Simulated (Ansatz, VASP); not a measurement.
# Two plane-wave programs on AlC

```
Al C
1.0
     0.00000    2.13483    2.13483
     2.13483    0.00000    2.13483
     2.13483    2.13483    0.00000
Al C
1 1
Cartesian
  0.0000 0.0000 0.0000
  2.1348 2.1348 2.1348
```

Alike in both runs: task single point; functional PBE; k mesh 22 × 22 × 22; occupations gaussian, width 0.1 eV; no spin polarisation.

```csv
,VASP,Ansatz
version,VASP 6.6.1,Ansatz 0.2.0
potentials or method,"VASP PAW PBE potentials, release 64 (Al, C)","scalar-relativistic, plane waves, norm-conserving potentials"
plane-wave cutoff (eV),600,1116
valence electrons in the cell,7,7
```

```tsv
	VASP	Ansatz	Ansatz less VASP
gap on the k mesh at the Fermi level (eV)	none	none	-
pressure (GPa)	-0.2	-0.2	-0.05
```

A gap of «none» marks a metal or a gap that the smearing closes.
